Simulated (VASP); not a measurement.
# Rh (P6_3/mmc) in VASP: a series of runs

Runs on Rh. Level: PBE. Tasks: single point.

Everything below comes from runs of VASP 6.6.1. Logs are shortened: lines on timing, memory, paths and dates and some standing lists are left out, and cuts for length are marked.

## 1. The cell of the first run

Symmetry: P6_3/mmc, No. 194, hexagonal system. The conventional cell has a = 2.698 Å, b = 2.698 Å, c = 4.315 Å, α = 90.00°, β = 90.00°, γ = 120.00°. Within 3.5 Å of Rh (site symmetry -6m2) lie 12 Rh at 2.66 to 2.70 Å.

## 2. Single point, PBE

INCAR

```
SYSTEM = Rh
PREC = Accurate
ENCUT = 520
EDIFF = 1E-6
ISMEAR = 0
SIGMA = 0.15
LREAL = .FALSE.
LASPH = .TRUE.
NELM = 80
ALGO = Fast
ISIF = 2
LWAVE = .FALSE.
LCHARG = .FALSE.
GGA = PE
NBANDS = 22
```

KPOINTS

```
Automatic mesh
0
G
  18 18 10
  0 0 0
```

POSCAR

```
Rh
1.0
    2.6976000000      0.0000000000      0.0000000000
   -1.3488000000      2.3361901292      0.0000000000
    0.0000000000      0.0000000000      4.3150000000
Rh
2
Direct
    0.6666666667      0.3333333333      0.7500000000
    0.3333333333      0.6666666667      0.2500000000
```

Potentials or basis: VASP PAW PBE potentials, release 64 (Rh_pv).

On the command line:

```sh
> cat potpaw_PBE.64/Rh_pv/POTCAR > POTCAR
> mpirun -np 1 vasp_std > vasp.out
```

OUTCAR:

```text
SYSTEM = Rh
   PREC = Accurate
   ENCUT = 520
   EDIFF = 1E-6
   ISMEAR = 0
   LREAL = .FALSE.
   LASPH = .TRUE.
   NELM = 80
   ISIF = 2
   GGA = PE

 ion  position               nearest neighbor table
   1  0.667  0.333  0.750-   2 2.66   2 2.66   2 2.66   2 2.66   2 2.66   2 2.66
   2  0.333  0.667  0.250-   1 2.66   1 2.66   1 2.66   1 2.66   1 2.66   1 2.66

  LATTYP: Found a hexagonal cell.
 ALAT       =     2.6976000000
 C/A-ratio  =     1.5995699881

  Lattice vectors:

 A1 = (   2.6976000000,   0.0000000000,   0.0000000000)
 A2 = (  -1.3488000000,   2.3361901292,   0.0000000000)
 A3 = (   0.0000000000,   0.0000000000,   4.3150000000)

Analysis of symmetry for initial positions (statically):
[... 35 lines left out ...]
                                     Primitive cell

  volume of cell :      27.1936

  direct lattice vectors                    reciprocal lattice vectors
     2.697600000  0.000000000  0.000000000     0.370699881  0.214023676  0.000000000
    -1.348800000  2.336190129  0.000000000     0.000000000  0.428047353  0.000000000
     0.000000000  0.000000000  4.315000000     0.000000000  0.000000000  0.231749710

  length of vectors
     2.697600000  2.697600000  4.315000000     0.428047353  0.428047353  0.231749710

  position of ions in fractional coordinates (direct lattice)
     0.666666667  0.333333333  0.750000000
     0.333333333  0.666666667  0.250000000

  ion indices of the primitive-cell ions
   primitive index   ion index
                 1           1
                 2           2

----------------------------------------------------------------------------------------

 KPOINTS: Automatic mesh

Automatic generation of k-mesh.
 Grid dimensions read from file:
 generate k-points for:   18   18   10

 Generating k-lattice:

  Cartesian coordinates                     Fractional coordinates (reciprocal lattice)
     0.020594438  0.011890204  0.000000000     0.055555556  0.000000000  0.000000000
     0.000000000  0.023780408  0.000000000     0.000000000  0.055555556  0.000000000
     0.000000000  0.000000000  0.023174971     0.000000000  0.000000000  0.100000000

  Length of vectors
     0.023780408  0.023780408  0.023174971

  Shift w.r.t. Gamma in fractional coordinates (k-lattice)
     0.000000000  0.000000000  0.000000000

 Subroutine IBZKPT returns following result:
[... 37 lines left out ...]
   NGX,Y,Z   is equivalent  to a cutoff of  12.33, 12.33, 12.33 a.u.
   NGXF,Y,Z  is equivalent  to a cutoff of  24.65, 24.65, 24.66 a.u.
 SYSTEM =  Rh
   PREC   = accura    normal or accurate (medium, high low for compatibility)
   ISTART =      0    job   : 0-new  1-cont  2-samecut
   ICHARG =      2    charge: 1-file 2-atom 10-const
   ISPIN  =      1    spin polarized calculation?
   LNONCOLLINEAR =      F non collinear calculations
   LSORBIT =      F    spin-orbit coupling
   LASPH  =      T    aspherical Exc in radial PAW
   ENCUT  =  520.0 eV  38.22 Ry    6.18 a.u.   5.02  5.02  8.02*2*pi/ulx,y,z
   NELM   =     80;   NELMIN=  2; NELMDL= -5     # of ELM steps
   EDIFF  = 0.1E-05   stopping-criterion for ELM
   LREAL  =      F    real-space projection
   EDIFFG = 0.1E-04   stopping-criterion for IOM
   NSW    =      0    number of steps for IOM
   IBRION =     -1    ionic relax: 0-MD 1-quasi-New 2-CG
   NFREE  =      0    steps in history (QN), initial steepest desc. (CG)
   ISIF   =      2    stress and relaxation
   ISYM   =      2    0-nonsym 1-usesym 2-fastsym
   POTIM  = 0.5000    time-step for ionic-motion
   TEBEG  =    0.0;   TEEND  =   0.0 temperature during run
   PSTRESS=    0.0 pullay stress
   NELECT =      30.0000    total number of electrons
   NUPDOWN=      -1.0000    fix difference up-down
   EMIN   =  10.00;   EMAX   =-10.00  energy-range for DOS
   EFERMI =   0.00;   METHOD = LEGACY
   ISMEAR =     0;   SIGMA  =   0.15  broadening in eV -4-tet -1-fermi 0-gaus
   EFERMI_NEDOS =   21; number of points for ismear=-14 and -15
   IALGO  =     68    algorithm
   IMIX   =      4    mixing-type and parameters
     AMIX     =   0.40;   BMIX     =  1.00
     AMIX_MAG =   1.60;   BMIX_MAG =  1.00
  volume/ion in A,a.u.               =      13.60        91.76
  Fermi-wavevector in a.u.,A,eV,Ry     =   1.691582  3.196627 38.932389  2.861450
  Thomas-Fermi vector in A             =   2.773323
   LORBIT       =      0    0 simple, 1 ext, 2 COOP (PROOUT), +10 PAW based schemes
   GGA     = PE    functional components
   LHFCALC =     F    Hartree Fock is set to
   AEXX    =    0.0000 exact exchange contribution
   IVDW    =     0    specifies the selected vdW correction
   LEPSILON=     F    determine dielectric tensor
   LRPA    =     F    only Hartree local field effects (RPA)
 non-spin polarized calculation
 RMM-DIIS sequential band-by-band and
 Gauss-broadening in eV      SIGMA  =   0.15
  energy-cutoff  :      520.00
  volume of cell :       27.19
 maximum number of plane-waves:       756
 NGX is ok and might be reduce to    20
   NGX =  9   NGY =  9   NGZ = 17

 number of electron      30.0000003 magnetization

 Free energy of the ion-electron system (eV)
  ---------------------------------------------------
  ext. energy  EPLUGINS =         0.00000000
  ---------------------------------------------------
  free energy    TOTEN  =       -14.42822191 eV

  energy without entropy =      -14.39318276  energy(sigma->0) =      -14.41070234

 E-fermi :  12.2144     XC(G=0): -14.1019

 val. band max:       12.2098085462   @ k =   0.3889   0.1667   0.1000
 cond. band min:      12.2181841016   @ k =   0.3333   0.0556   0.2000
 fundamental gap:      0.0083755553
 Fermi energy:        12.2143520995

 k-point     1 :       0.0000    0.0000    0.0000
  band No.  band energies     occupation
      1     -35.0799      2.00000
      2     -34.3839      2.00000
      3     -34.3839      2.00000
      4     -34.2802      2.00000
      5     -34.2658      2.00000
      6     -34.2658      2.00000
[... 589 lines left out ...]
     21      24.0829      0.00000
     22      27.0655      0.00000

 [... further k-points ...]
[... 5 lines left out ...]
  --------------------------------------------------------------------------------------
  -------------------------------------------------------------------------------------
  Total        1.6156142      1.6156142      2.0178284     -0.0000000      0.0000000      0.0000000
  in kB       95.1878931     95.1878931    118.8853334     -0.0000000      0.0000000      0.0000000
  external PRESSURE =     103.0870398 kB  Pullay stress =       0.0000000 kB

 VOLUME and BASIS-vectors are now :
 -----------------------------------------------------------------------------
  energy-cutoff  :      520.00
  volume of cell :       27.19
      direct lattice vectors                 reciprocal lattice vectors
     2.697600000  0.000000000  0.000000000     0.370699881  0.214023676  0.000000000
    -1.348800000  2.336190129  0.000000000     0.000000000  0.428047353  0.000000000
     0.000000000  0.000000000  4.315000000     0.000000000  0.000000000  0.231749710

 POSITION                                       TOTAL-FORCE (eV/Angst)
 -----------------------------------------------------------------------------------
      1.34880      0.77873      3.23625         0.000000      0.000000      0.000000
     -0.00000      1.55746      1.07875        -0.000000      0.000000      0.000000
 -----------------------------------------------------------------------------------
    total drift:                               -0.000000      0.000000     -0.000000

  FREE ENERGIE OF THE ION-ELECTRON SYSTEM (eV)
  ---------------------------------------------------
  free  energy   TOTEN  =       -14.4282219149 eV

  energy  without entropy=      -14.3931827599  energy(sigma->0) =      -14.41070234
```

OSZICAR:

```text
N       E                     dE             d eps       ncg     rms          rms(c)
DAV:   1     0.328890770464E+03    0.32889E+03   -0.19124E+04  9792   0.159E+03
DAV:   2    -0.822783731466E+01   -0.33712E+03   -0.32490E+03 10122   0.475E+02
DAV:   3    -0.153426466338E+02   -0.71148E+01   -0.70750E+01 11424   0.781E+01
DAV:   4    -0.153894946995E+02   -0.46848E-01   -0.46843E-01 10922   0.638E+00
DAV:   5    -0.153902246221E+02   -0.72992E-03   -0.72992E-03 11484   0.821E-01    0.150E+01
RMM:   6    -0.144671675806E+02    0.92306E+00   -0.20205E+00 10054   0.122E+01    0.552E+00
RMM:   7    -0.144343744829E+02    0.32793E-01   -0.10890E-01 10310   0.272E+00    0.228E+00
RMM:   8    -0.144290761188E+02    0.52984E-02   -0.20494E-02 10685   0.138E+00    0.434E-01
RMM:   9    -0.144281974747E+02    0.87864E-03   -0.22911E-03 11385   0.453E-01    0.181E-02
RMM:  10    -0.144282234870E+02   -0.26012E-04   -0.24214E-04 11485   0.161E-01    0.158E-02
RMM:  11    -0.144282229649E+02    0.52213E-06   -0.19078E-05 11890   0.441E-02    0.638E-03
RMM:  12    -0.144282217476E+02    0.12173E-05   -0.45238E-06  9908   0.191E-02    0.152E-03
RMM:  13    -0.144282219149E+02   -0.16735E-06   -0.10075E-06  6988   0.917E-03
   1 F= -.14428222E+02 E0= -.14410702E+02  d E =-.350392E-01
```

Wall time 53 s (1 thread of Intel Xeon Platinum 8559C (Emerald Rapids), shared host); peak memory 0.21 GiB.

What came out:

| Item | Value |
| --- | --- |
| Free energy | -14.4282 eV |
| Pressure | 10.3 GPa |
| Band gap on the k mesh | zero (band 15 reaches 12.88 eV, above the bottom of band 16 at 10.41 eV) |

(Part 1 of 2 ends here.)
